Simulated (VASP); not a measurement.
Crystal: Si3Br.

```
CELL_PARAMETERS angstrom
3.55389 0.00000 0.00000
-1.77694 3.07776 0.00000
0.00000 0.00000 7.26718
ATOMIC_POSITIONS crystal
Si 0.00000 0.00000 0.00000
Si 0.66667 0.33333 0.80739
Si 0.66667 0.33333 0.19261
Br 0.00000 0.00000 0.50000
```

- Program: VASP 6.6.1
- Task: relaxation of cell and atoms
- Functional: PBE
- Potentials or basis: VASP PAW PBE potentials, release 64 (Si, Br)
- Cutoff: 600 eV
- k mesh: 6 × 6 × 4
- Occupations: gaussian, width 0.1 eV
- Spin: no spin polarisation

At the start: pressure 0.5 GPa; volume 19.87 Å³/atom.

**Question.** How do energy, volume and symmetry change on relaxing?

**Answer.** Over 8 steps the energy falls by 3.5 meV/atom and the volume is 20.22 Å³/atom (+1.8 %); space group P-6m2 (No. 187, to 0.05 Å).

Step by step:
```
step  energy change (eV)  largest force (eV/Å)  pressure (GPa)  volume (Å³)
   1              0.0000                0.0728            0.52        79.49
   2             -0.0057                0.1408            0.10        80.23
   3             -0.0096                0.2053           -0.71        81.82
   4             -0.0100                0.2141           -0.45        81.29
   5             -0.0129                0.0922           -0.23        81.28
   6             -0.0129                0.0822           -0.22        81.28
   7             -0.0138                0.0499           -0.05        81.07
   8             -0.0141                0.0205            0.11        80.88
```

Final structure:
```xyz
4
Lattice="3.6021 0.0000 0.0000 -1.8010 3.1195 0.0000 0.0000 0.0000 7.1979" Properties=species:S:1:pos:R:3 pbc="T T T"
Si    0.0000    0.0000    0.0000
Si    1.8010    1.0398    5.8338
Si    1.8010    1.0398    1.3641
Br    0.0000    0.0000    3.5990
```

Caveat: an odd number of electrons without spin polarisation forces a metal; a magnetic or distorted state may lie lower.
